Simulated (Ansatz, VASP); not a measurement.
## TiO2: VASP beside Ansatz

```
Ti O
1.0
    -1.89354    1.89354    4.78700
     1.89354   -1.89354    4.78700
     1.89354    1.89354   -4.78700
Ti O
2 4
Direct
  0.00000 0.00000 0.00000
  0.75000 0.25000 0.50000
  0.20806 0.20806 0.00000
  0.95806 0.45806 0.50000
  0.54194 0.04194 0.50000
  0.79194 0.79194 0.00000
```

Alike in both runs: functional PBE; dispersion D3(BJ); k mesh 10 × 10 × 10; occupations gaussian, width 0.02 eV; no spin polarisation.

Ansatz relaxed the structure, and its values are those at the end. VASP's run is a single point on that final structure, the one shown.

```csv
,VASP,Ansatz
version,VASP 6.6.1,Ansatz 0.2.0
potentials or method,"VASP PAW PBE potentials, release 64 (Ti_sv, O), cutoff 520 eV","scalar-relativistic, plane waves, PAW"
valence electrons in the cell,48,48
```

Ansatz gave:

```
gap on the k mesh at the Fermi level (eV) : 2.12
least direct gap on the mesh (eV)         : 2.45
pressure (GPa)                            : 0.0
rms of the force components (eV/Å)        : 0.000
```

What did VASP give for the same quantities?

gap on the k mesh at the Fermi level (eV): 2.10; least direct gap on the mesh (eV): 2.43; pressure (GPa): 0.7; rms of the force components (eV/Å): 0.010.
